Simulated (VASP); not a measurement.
Input of a VASP 6.6.1 run:

Contents of INCAR:

```
SYSTEM = Nb2B4Pt
  ALGO = Normal
  EDIFF = 1E-6
  EDIFFG = -0.01
  ENCUT = 600
  GGA = PE
  IBRION = 2
  ISIF = 4
  ISMEAR = 0
  LASPH = .TRUE.
  LCHARG = .FALSE.
  LREAL = .FALSE.
  LWAVE = .FALSE.
  NELM = 80
  NSW = 50
  PREC = Accurate
  SIGMA = 0.1
```

Contents of KPOINTS:

```
k-points
0
G
  12 12 4
  0 0 0
```

File POSCAR:

```
Nb2B4Pt
1.0
    3.0563840470      0.0000000000      0.0000000000
   -1.5281920235      2.6469062284      0.0000000000
    0.0000000000      0.0000000000      8.8925255635
Nb B Pt
2 4 1
Direct
    0.0000000000      0.0000000000      0.1799951163
    0.0000000000      0.0000000000      0.8200048837
    0.3333333333      0.6666666667      0.3551972431
    0.6666666667      0.3333333333      0.6448027569
    0.6666666667      0.3333333333      0.0030094657
    0.3333333333      0.6666666667      0.9969905343
    0.0000000000      0.0000000000      0.5000000000
```

Potentials or basis: VASP PAW PBE potentials, release 64 (Nb_sv, B, Pt).

The run is started by

```console
$ cat potpaw_PBE.64/Nb_sv/POTCAR potpaw_PBE.64/B/POTCAR potpaw_PBE.64/Pt/POTCAR > POTCAR
$ mpirun -np 1 vasp_std > vasp.out
```

Task: Predict the band gap on the k mesh.

Result: Zero (bands 24 and 25 overlap by 1.03 eV).

Final structure:
```xyz
7
Lattice="3.0538 0.0000 0.0000 -1.5269 2.6447 0.0000 0.0000 0.0000 8.9075" Properties=species:S:1:pos:R:3 pbc="T T T"
Nb    1.5269    2.6447    1.6043
Nb    0.0000    0.0000    7.3031
B     0.0000    1.7631    3.1585
B     1.5269    0.8816    5.7490
B     1.5269    0.8816    0.0256
B     0.0000    1.7631    8.8819
Pt   -1.5269    2.6447    4.4537
```

Caveat: spin-orbit coupling is left out, which moves the levels of the heavy elements.
